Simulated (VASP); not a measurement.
Set up this calculation in VASP 6.6.1, as the native input.

```yaml
Task: single point
Functional: PBE
Potentials_or_basis: VASP PAW PBE potentials, release 64 (Al, Ga_d, As)
Cutoff: 520 eV
k_mesh: 2 × 2 × 2
Occupations: gaussian, width 0.1 eV
Spin: no spin polarisation
Dipole_correction: no
Further_INCAR_settings: ALGO = Normal; EDIFF = 1e-06; NBANDS = 31
```

The structure of Al3GaAs4 lies in POSCAR:

```
Al3GaAs4
1.0
    5.7289974110      0.0027027781     -0.0035313434
    0.0027062998      5.7334067833      0.0030316464
   -0.0033931272      0.0030931215      5.7423067781
Al Ga As
3 1 4
Direct
    0.0000088078      0.4998433459      0.4999901269
    0.5001570017      0.4999776575     -0.0001788338
    0.5000101161     -0.0000016982      0.5001511026
    0.0001345314     -0.0001697741      0.0003321380
    0.7487109952      0.7490304173      0.2509934171
    0.7490496635      0.2510104839      0.7489836523
    0.2508213362      0.7490789207      0.7488431355
    0.2511075480      0.2512306470      0.2508852613
```

The input as run:

INCAR

```
ALGO = Normal
EDIFF = 1E-6
ENCUT = 520
GGA = PE
ISIF = 2
ISMEAR = 0
LASPH = True
LCHARG = False
LREAL = False
LWAVE = False
NBANDS = 31
NELM = 100
PREC = Accurate
SIGMA = 0.1
```

KPOINTS

```
k-points
0
Gamma
  2 2 2
```

Potentials or basis: VASP PAW PBE potentials, release 64 (Al, Ga_d, As).

Command:

```sh
$ cat potpaw_PBE.64/Al/POTCAR potpaw_PBE.64/Ga_d/POTCAR potpaw_PBE.64/As/POTCAR > POTCAR
$ mpirun -np 1 vasp_std > vasp.out
```

It gave:

```json
{
 "Pressure": "0.3 GPa",
 "Largest force": "0.004 eV/Å",
 "Band gap on the k mesh": "0.99 eV, indirect (least direct gap 1.13 eV)"
}
```

Caveat: the k points lie up to 0.55 Å⁻¹ apart.

It took 38 s on 1 thread of Intel(R) Xeon(R) 6975P-C (Granite Rapids), on a shared host, peak memory 0.32 GiB.
